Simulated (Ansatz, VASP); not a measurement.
**One calculation of KCl, two programs**

The input INCAR:

```
PREC = Accurate ; ENCUT = 520
EDIFF = 1E-7 ; ISMEAR = -1
SIGMA = 0.01 ; LREAL = F
LASPH = T ; NELM = 60
ALGO = Normal ; ISIF = 2
LWAVE = F ; LCHARG = F
GGA = PS ; NBANDS = 15
```

File KPOINTS:

```
regular mesh
0
Gamma
  7 7 7
```

Contents of POSCAR:

```
KCl
1.0
    3.6340000000      0.0000000000      0.0000000000
    0.0000000000      3.6340000000      0.0000000000
    0.0000000000      0.0000000000      3.6340000000
K Cl
1 1
Direct
    0.0000000000      0.0000000000      0.0000000000
    0.5000000000      0.5000000000      0.5000000000
```

Input for Ansatz:

```yaml
crystal:
  lattice:
    - [3.634, 0.0, 0.0]
    - [0.0, 3.634, 0.0]
    - [0.0, 0.0, 3.634]
  atoms:
    - { symbol: K, position: [0.0, 0.0, 0.0] }
    - { symbol: Cl, position: [0.5, 0.5, 0.5] }
kpoints:
  mp_grid: { grid: [7, 7, 7] }
  band_path:
    path:
      - [0.0, 0.0, 0.0]
      - [0.0, 0.5, 0.0]
      - [0.5, 0.5, 0.0]
      - [0.0, 0.0, 0.0]
      - [0.5, 0.5, 0.5]
      - [0.0, 0.5, 0.0]
      - [0.5, 0.5, 0.5]
      - [0.5, 0.5, 0.0]
    npoints: 5
scf:
  occupations: { method: fermi_dirac, width: 0.01 }
hamiltonian:
  xc: pbesol
  pseudopotentials: { kind: all_electron, lapw: { basis_error: 0.001 } }
output:
  forces: true
  stress: true
  eigenvalues: true
```

Alike in both runs: task single point; functional PBEsol; k mesh 7 × 7 × 7; occupations fermi-dirac, width 0.01 eV; no spin polarisation.

|  | VASP | Ansatz |
| --- | --- | --- |
| version | VASP 6.6.1 | Ansatz 0.2.0 |
| potentials or method | VASP PAW PBE potentials, release 64 (K_sv, Cl), cutoff 520 eV | all-electron LAPW, scalar-relativistic |

|  | VASP | Ansatz | Ansatz less VASP |
| --- | --- | --- | --- |
| gap on the k mesh at the Fermi level (eV) | 5.40 | 5.40 | +0.005 |
| pressure (GPa) | 2.4 | 2.3 | -0.09 |

VASP's potentials were made for PBE, not for PBEsol. Ansatz ran all-electron here, and VASP with PAW potentials.
